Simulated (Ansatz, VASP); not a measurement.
ScAs4 in VASP and in Ansatz

Contents of INCAR:

```
SYSTEM = ScAs4
  PREC = Accurate
  ENCUT = 500
  EDIFF = 1E-6
  ISMEAR = 0
  SIGMA = 0.1
  LREAL = .FALSE.
  LASPH = .TRUE.
  NELM = 120
  ALGO = Normal
  ISIF = 2
  LWAVE = .FALSE.
  LCHARG = .FALSE.
  GGA = PE
  NBANDS = 24
  GGA_COMPAT = .FALSE.
```

Contents of KPOINTS:

```
regular mesh
0
G
  4 4 2
  0 0 0
```

The input POSCAR:

```
ScAs4
1.0
    2.3722166400     -3.4721012700      0.0000000000
    2.3722166400      3.4721012700      0.0000000000
    0.0000000000      0.0000000000      8.4255310400
Sc As
1 4
Direct
    0.0000000000      0.0000000000      0.0000000000
    0.5000000000      0.5000000000      0.7130340000
    0.5000000000      0.5000000000      0.2869660000
    0.2957025400      0.7042974600      0.5000000000
    0.7042974600      0.2957025400      0.5000000000
```

Input for Ansatz:

```yaml
crystal:
  lattice:
    - [2.37221664, -3.47210127, 0.0]
    - [2.37221664, 3.47210127, 0.0]
    - [0.0, 0.0, 8.42553104]
  atoms:
    - { symbol: Sc, position: [0.0, 0.0, 0.0] }
    - { symbol: As, position: [0.5, 0.5, 0.713034] }
    - { symbol: As, position: [0.5, 0.5, 0.286966] }
    - { symbol: As, position: [0.29570254, 0.70429746, 0.5] }
    - { symbol: As, position: [0.70429746, 0.29570254, 0.5] }
basis:
  ecutwfc: 420
kpoints:
  mp_grid: { grid: [4, 4, 2] }
hamiltonian:
  xc: pbe
scf:
  occupations: { method: gaussian, width: 0.1 }
  lower_state_search: "off"
output:
  forces: true
  stress: true
  eigenvalues: true
```

Alike in both runs: task single point; functional PBE; k mesh 4 × 4 × 2; occupations gaussian, width 0.1 eV; no spin polarisation.

```csv
,VASP,Ansatz
version,VASP 6.6.1,Ansatz 0.2.0
potentials or method,"VASP PAW PBE potentials, release 64 (Sc_sv, As), cutoff 500 eV","scalar-relativistic, plane waves, PAW"
valence electrons in the cell,31,71
```

|  | VASP | Ansatz | Ansatz less VASP |
| --- | --- | --- | --- |
| gap on the k mesh at the Fermi level (eV) | none | none | - |
| pressure (GPa) | 5.9 | 5.4 | -0.46 |
| traceless stress, the component that is largest in VASP (GPa) | 5.68 | 5.67 | -0.012 |
| rms of the force components (eV/Å) | 2.032 | 1.958 | -0.0745 |

Atom by atom the forces differ by 0.075 eV/Å (rms over components). A gap of «none» marks a metal or a gap that the smearing closes. VASP's potentials hold 31 valence electrons a cell and Ansatz's 71, so a difference there can come from the potentials and not from the codes.

The k mesh is coarse, so the values compare programs but aren't converged.
